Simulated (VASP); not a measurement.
Here is a VASP 6.6.1 calculation.

The input INCAR:

```
PREC     = Accurate       # precision mode
ENCUT    = 520            # plane-wave cutoff, eV
EDIFF    = 1E-6           # SCF threshold, eV
ISMEAR   = 0              # smearing method
SIGMA    = 0.1            # smearing width, eV
LREAL    = False          # projectors in reciprocal space
LASPH    = True           # aspherical terms in the spheres
NELM     = 60             # most SCF steps
ALGO     = Normal         # electronic algorithm
ISIF     = 2              # what is computed and relaxed
LWAVE    = False          # write WAVECAR
LCHARG   = False          # write CHGCAR
GGA      = PE             # functional
NBANDS   = 28             # bands
```

KPOINTS

```
Automatic mesh
0
Gamma
  12 12 8
```

Contents of POSCAR:

```
Al3C2
1.0
    5.1864045572      0.0000000000      0.0000000000
   -2.5932022786      4.4915581008      0.0000000000
    0.0000000000      0.0000000000      5.2412517187
Al C
6 4
Direct
    0.3326178073      0.0425681750      0.2500000000
    0.6673821927      0.9574318250      0.7500000000
    0.9574318250      0.2900496323      0.2500000000
    0.0425681750      0.7099503677      0.7500000000
    0.7099503677      0.6673821927      0.2500000000
    0.2900496323      0.3326178073      0.7500000000
    0.3333333333      0.6666666667      0.2500000000
    0.6666666667      0.3333333333      0.7500000000
    0.0000000000      0.0000000000      0.0000000000
    0.0000000000      0.0000000000      0.5000000000
```

Potentials or basis: VASP PAW PBE potentials, release 64 (Al, C).

The run is started by

```sh
$ cat potpaw_PBE.64/Al/POTCAR potpaw_PBE.64/C/POTCAR > POTCAR
$ mpirun -np 1 vasp_std > vasp.out
```

Task: Predict the band gap on the k mesh.

Result: Zero (band 17 reaches 8.74 eV, above the bottom of band 18 at 7.48 eV).

Task: What does it give for the largest force?

Result: 0.006 eV/Å.

Task: What does it give for the pressure?

Result: -0.1 GPa.

Forces in eV/Å, atoms in the order of the input:
```
Al  -0.005  0.003  0.000
Al   0.005 -0.003  0.000
Al   0.000 -0.006  0.000
Al   0.000  0.006  0.000
Al   0.005  0.003  0.000
Al  -0.005 -0.003  0.000
C    0.000  0.000  0.000
C    0.000  0.000  0.000
C    0.000  0.000  0.000
C    0.000  0.000  0.000
```
